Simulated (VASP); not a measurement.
Wanted: the native input for a VASP 6.6.1 run.

| Item | Value |
| --- | --- |
| Task | single point |
| Functional | PBEsol |
| Potentials or basis | VASP PAW PBE potentials, release 64 (Ba_sv, O) |
| Cutoff | 600 eV |
| k mesh | 8 × 8 × 8 |
| Occupations | fermi-dirac, width 0.05 eV |
| Spin | no spin polarisation |
| Dipole correction | no |
| Further INCAR settings | ALGO = Normal; EDIFF = 1e-06; NBANDS = 15 |

The structure of BaO lies in POSCAR:

```
BaO
1.0
    0.0000000000      2.7451890000      2.7451890000
    2.7451890000      0.0000000000      2.7451890000
    2.7451890000      2.7451890000      0.0000000000
Ba O
1 1
Direct
    0.0000000000      0.0000000000      0.0000000000
    0.5000000000      0.5000000000      0.5000000000
```

The input as run:

INCAR

```
PREC     = Accurate       # precision mode
ENCUT    = 600            # plane-wave cutoff, eV
EDIFF    = 1E-6           # SCF threshold, eV
ISMEAR   = -1             # smearing method
SIGMA    = 0.05           # smearing width, eV
LREAL    = False          # projectors in reciprocal space
LASPH    = True           # aspherical terms in the spheres
NELM     = 120            # most SCF steps
ALGO     = Normal         # electronic algorithm
ISIF     = 2              # what is computed and relaxed
LWAVE    = False          # write WAVECAR
LCHARG   = False          # write CHGCAR
GGA      = PS             # functional
NBANDS   = 15             # bands
GGA_COMPAT= False
```

KPOINTS

```
Automatic mesh
0
Gamma
  8 8 8
```

Potentials or basis: VASP PAW PBE potentials, release 64 (Ba_sv, O).

The run is started by

```bash
$ cat potpaw_PBE.64/Ba_sv/POTCAR potpaw_PBE.64/O/POTCAR > POTCAR
$ mpirun -np 1 vasp_std > vasp.out
```

It gave:

* Pressure: 1.8 GPa
* Band gap on the k mesh: 1.77 eV, direct

Caveat: the PAW data sets were made with another functional, which shifts forces and pressure a little; spin-orbit coupling is left out, which moves the levels of the heavy elements.

Wall time 42 s on 1 thread of Intel Xeon 8259CL, on a shared host, peak memory 0.19 GiB.
